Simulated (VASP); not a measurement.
Input of a VASP 6.6.1 run:

Contents of INCAR:

```
PREC = Accurate ; ENCUT = 520
EDIFF = 1E-6 ; ISMEAR = 0
SIGMA = 0.05 ; LREAL = False
LASPH = True ; NELM = 150
ALGO = Normal ; ISIF = 2
LWAVE = False ; LCHARG = True
ISPIN = 2 ; MAGMOM = 0.5 0.5
LORBIT = 11 ; GGA = PE
LELF = True ; LVHAR = True
NBANDS = 25
```

The input KPOINTS:

```
Automatic mesh
0
Gamma
  1 1 14
```

Contents of POSCAR:

```
Sn
1.0
   10.2000000000      0.0000000000      0.0000000000
    0.0000000000      9.3000000000      0.0000000000
    0.0000000000      0.0000000000      4.6681073773
Sn
2
Direct
    0.4427928017      0.5000000000      0.0000000000
    0.5572071983      0.5000000000      0.5000000000
```

Potentials or basis: VASP PAW PBE potentials, release 64 (Sn_d).

Launch:

```bash
$ cat potpaw_PBE.64/Sn_d/POTCAR > POTCAR
$ mpirun -np 1 vasp_std > vasp.out
```

Task: Predict the net moment.

Result: 0.00 μB per cell.

Task: What does it give for the largest force?

Result: 1.454 eV/Å.

Forces in eV/Å, atoms in the order of the input:
```
Sn  -1.454  0.000  0.000
Sn   1.454  0.000  0.000
```
